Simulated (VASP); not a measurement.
Write the native input for VASP 6.6.1 that does the following.

* Task: single point
* Functional: PBEsol
* Potentials or basis: VASP PAW PBE potentials, release 64 (P)
* Cutoff: 520 eV
* k mesh: 24 × 24 × 6
* Occupations: gaussian, width 0.15 eV
* Spin: no spin polarisation
* Dipole correction: no
* Further INCAR settings: ALGO = Normal; EDIFF = 1e-07; NBANDS = 18

The structure of P lies in POSCAR:

```
P
1.0
   -2.4347371633      0.0000000000     -0.0052449062
    0.0000000000     -2.4346254889      0.0000000000
   -0.5067518468      0.0000000000      9.5848461243
P
4
Direct
    0.8250000000      0.0000000000      0.8750000000
    0.9250000000      0.0000000000      0.3750000000
   -0.0250000000      0.0000000000      0.1250000000
   -0.1250000000      0.0000000000      0.6250000000
```

These files were run (other wordings do the same):

INCAR

```
PREC = Accurate ; ENCUT = 520
EDIFF = 1E-7 ; ISMEAR = 0
SIGMA = 0.15 ; LREAL = F
LASPH = T ; NELM = 100
ALGO = Normal ; ISIF = 2
LWAVE = F ; LCHARG = F
GGA = PS ; NBANDS = 18
```

KPOINTS

```
regular mesh
0
Gamma
  24 24 6
```

Potentials or basis: VASP PAW PBE potentials, release 64 (P).

Command:

```sh
$ cat potpaw_PBE.64/P/POTCAR > POTCAR
$ mpirun -np 1 vasp_std > vasp.out
```

Results of the run:

```
Pressure               : -0.1 GPa
Largest force          : 0.408 eV/Å
Band gap on the k mesh : zero (bands 10 and 11 overlap by 8.41 eV)
```

Caveat: the PAW data sets were made with another functional, which shifts forces and pressure a little.

Run time: 5.5 min on 1 thread of Intel(R) Xeon(R) 6975P-C (Granite Rapids) (shared host), peak memory 0.7 GiB.
